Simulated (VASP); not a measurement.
Crystal: SnO2.

```xyz
6
Lattice="4.7880 0.0000 0.0000 0.0000 4.8666 0.0000 0.0000 0.0000 3.2409" Properties=species:S:1:pos:R:3 pbc="T T T"
Sn    2.3940    2.4333    1.6204
Sn    0.0000    0.0000    0.0000
O     1.3974    1.5624    0.0000
O     3.7914    0.8709    1.6204
O     0.9966    3.9957    1.6204
O     3.3906    3.3042    0.0000
```

Base run:

| Item | Value |
| --- | --- |
| Program | VASP 6.6.1 |
| Functional | LDA |
| Potentials or basis | VASP PAW LDA potentials, release 64 (Sn_d, O) |
| Cutoff | 520 eV |
| k mesh | 4 × 4 × 6 |
| Occupations | gaussian, width 0.01 eV |
| Spin | no spin polarisation |

Its results: band gap on the k mesh 0.70 eV; pressure -10.4 GPa; largest force 0.151 eV/Å.

Problem. The run is repeated on the same cell with these changes: k mesh from 4 × 4 × 6 to 2 × 2 × 2. What comes out?

Solution. Band gap on the k mesh 0.65 eV; pressure -10.0 GPa; largest force 0.083 eV/Å.

Caveats: some runs use coarse meshes; semilocal functionals underestimate gaps, and a narrow one can read as zero; spin-orbit coupling is left out, which moves the levels of the heavy elements; the cell stands under tension (at least some runs).

